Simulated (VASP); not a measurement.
Here is a VASP 6.6.1 calculation.

File INCAR:

```
PREC = Accurate ; ENCUT = 520
EDIFF = 1E-7 ; ISMEAR = 0
SIGMA = 0.15 ; LREAL = F
LASPH = T ; NELM = 60
ALGO = Fast ; ISIF = 2
LWAVE = F ; LCHARG = F
GGA = PE ; IVDW = 12
NBANDS = 12
```

File KPOINTS:

```
Automatic mesh
0
Gamma
  18 18 18
```

POSCAR

```
Hg
1.0
   -2.0179526250      2.0179526250      1.8022580000
    2.0179526250     -2.0179526250      1.8022580000
    2.0179526250      2.0179526250     -1.8022580000
Hg
1
Direct
    0.0000000000      0.0000000000      0.0000000000
```

Potentials or basis: VASP PAW PBE potentials, release 64 (Hg).

Run with:

```console
$ cat potpaw_PBE.64/Hg/POTCAR > POTCAR
$ mpirun -np 1 vasp_std > vasp.out
```

**Question.** Predict the band gap on the k mesh.

**Answer.** Zero (band 6 reaches 2.69 eV, above the bottom of band 7 at 0.45 eV).

**Question.** Predict the dispersion energy per atom.

**Answer.** -0.358 eV.

**Question.** Estimate the pressure.

**Answer.** -1.8 GPa.

Stress tensor (GPa, compression positive):
```
-1.86  0.00  0.00
 0.00 -1.86  0.00
 0.00  0.00 -1.61
```

Caveat: the cell differs from its parent crystal (strain -0.025 along x and y, +0.000 along z); spin-orbit coupling is left out, which moves the levels of the heavy elements; pairwise dispersion overbinds metals, which lowers pressure and volume.
